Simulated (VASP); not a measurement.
A run of VASP 6.6.1 is set up as follows.

File INCAR:

```
ALGO = Fast
EDIFF = 1E-7
ENCUT = 520
GGA = PS
ISIF = 2
ISMEAR = 0
LASPH = True
LCHARG = True
LELF = True
LREAL = False
LVHAR = True
LWAVE = False
NBANDS = 40
NELM = 60
PREC = Accurate
SIGMA = 0.15
```

The input KPOINTS:

```
k-points
0
Gamma
  8 8 10
```

POSCAR

```
Al3Ni5
1.0
    3.2933322733     -3.6919375996      0.0000000000
    3.2933322733      3.6919375996      0.0000000000
    0.0000000000      0.0000000000      3.7203545688
Al Ni
3 5
Direct
    0.5026011991      0.4973988009      0.0000000000
    0.7795480792      0.2204519208      0.5000000000
    0.2201703216      0.7798296784      0.5000000000
   -0.0026076640      0.0026076640      0.0000000000
    0.0041098923      0.5034444614      0.0000000000
    0.4965555386     -0.0041098923      0.0000000000
    0.2766752599      0.2757993541      0.5000000000
    0.7242006459      0.7233247401      0.5000000000
```

Potentials or basis: VASP PAW PBE potentials, release 64 (Al, Ni).

The run is started by

```sh
$ cat potpaw_PBE.64/Al/POTCAR potpaw_PBE.64/Ni/POTCAR > POTCAR
$ mpirun -np 1 vasp_std > vasp.out
```

Problem. Estimate the pressure.

Solution. 0.2 GPa.

Problem. Estimate the band gap on the k mesh.

Solution. Zero (an odd number of electrons rules out a gap without spin polarisation).

Problem. Estimate the largest force.

Solution. 0.086 eV/Å.

Stress tensor (GPa, compression positive):
```
-0.02  0.00  0.00
 0.00  0.33  0.00
 0.00  0.00  0.43
```

Caveat: the cell differs from its parent crystal (atoms displaced along a vibrational mode); the PAW data sets were made with another functional, which shifts forces and pressure a little. Spin polarisation is off, so any magnetic state and its effect on volume and gap are missing.
